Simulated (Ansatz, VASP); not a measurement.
**GaN in VASP and in Ansatz**

```xyz
4
Lattice="3.3390 0.0000 0.0000 -1.6695 2.8917 0.0000 0.0000 0.0000 4.9077" Properties=species:S:1:pos:R:3 pbc="T T T"
Ga    0.0000    1.9278    0.0000
Ga    1.6695    0.9639    2.4539
N     0.0000    1.9278    1.8404
N     1.6695    0.9639    4.2942
```

Change from the starting cell: strain +0.050 along x and y, -0.050 along z, atoms carried along.

Alike in both runs: task single point; functional r2SCAN; k mesh 12 × 12 × 6; occupations gaussian, width 0.05 eV; no spin polarisation.

```csv
,VASP,Ansatz
version,VASP 6.6.1,Ansatz 0.2.0
potentials or method,"VASP PAW PBE potentials, release 64 (Ga_d, N), cutoff 520 eV","scalar-relativistic, plane waves, PAW"
valence electrons in the cell,36,36
```

```csv
,VASP,Ansatz,Ansatz less VASP
gap on the k mesh at the Fermi level (eV),2.00,2.01,+0.008
least direct gap on the mesh (eV),2.00,2.01,+0.008
pressure (GPa),-3.2,-4.1,-0.94
"traceless stress, the component that is largest in VASP (GPa)",27.50,27.03,-0.465
rms of the force components (eV/Å),0.889,0.864,-0.0250
```

VASP's potentials were made for PBE, not for r2SCAN. Atom by atom the forces differ by 0.025 eV/Å (rms over components). With one functional, cell and mesh, what is left measures potentials, basis and numerics.
